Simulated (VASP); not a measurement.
Write the native input for VASP 6.6.1 that does the following.

| Quantity | Value |
| --- | --- |
| Task | single point |
| Functional | PBE |
| Dispersion | D3(BJ) |
| Potentials or basis | VASP PAW PBE potentials, release 64 (Te, Mo_sv) |
| Cutoff | 520 eV |
| k mesh | 9 × 9 × 2 |
| Occupations | gaussian, width 0.02 eV |
| Spin | no spin polarisation |
| Dipole correction | no |
| Further INCAR settings | ALGO = Normal; EDIFF = 1e-06; NBANDS = 35 |

The structure of Te2Mo lies in POSCAR:

```
Te2Mo
1.0
    3.4966719776      0.0000000000      0.0000000000
   -1.7483359888      3.0282067613      0.0000000000
    0.0000000000      0.0000000000     13.7051192426
Te Mo
4 2
Direct
    0.3333333333      0.6666666667      0.1174268768
    0.6666666667      0.3333333333      0.6173931118
    0.6666666667      0.3333333333      0.8825731232
    0.3333333333      0.6666666667      0.3826068882
    0.3333333333      0.6666666667      0.7499829024
    0.6666666667      0.3333333333      0.2500170976
```

These files were run (other wordings do the same):

INCAR

```
SYSTEM = Te2Mo
PREC = Accurate
ENCUT = 520
EDIFF = 1E-6
ISMEAR = 0
SIGMA = 0.02
LREAL = .FALSE.
LASPH = .TRUE.
NELM = 100
ALGO = Normal
ISIF = 2
LWAVE = .FALSE.
LCHARG = .TRUE.
GGA = PE
IVDW = 12
LELF = .TRUE.
LVHAR = .TRUE.
NBANDS = 35
```

KPOINTS

```
Automatic mesh
0
G
  9 9 2
  0 0 0
```

Potentials or basis: VASP PAW PBE potentials, release 64 (Te, Mo_sv).

Command:

```sh
$ cat potpaw_PBE.64/Te/POTCAR potpaw_PBE.64/Mo_sv/POTCAR > POTCAR
$ mpirun -np 1 vasp_std > vasp.out
```

Results of the run:

| Quantity | Value |
| --- | --- |
| Pressure | 0.0 GPa |
| Largest force | 0.016 eV/Å |
| Band gap on the k mesh | 0.67 eV, indirect (least direct gap 1.04 eV) |
| Dispersion energy per atom | -0.554 eV |

Caveat: spin-orbit coupling is left out, which moves the levels of the heavy elements.

Run time: 3.5 min on 1 thread of Intel(R) Xeon(R) Platinum 8259CL CPU @ 2.50GHz (Skylake/Cascade Lake), on a shared host, peak memory 0.33 GiB.
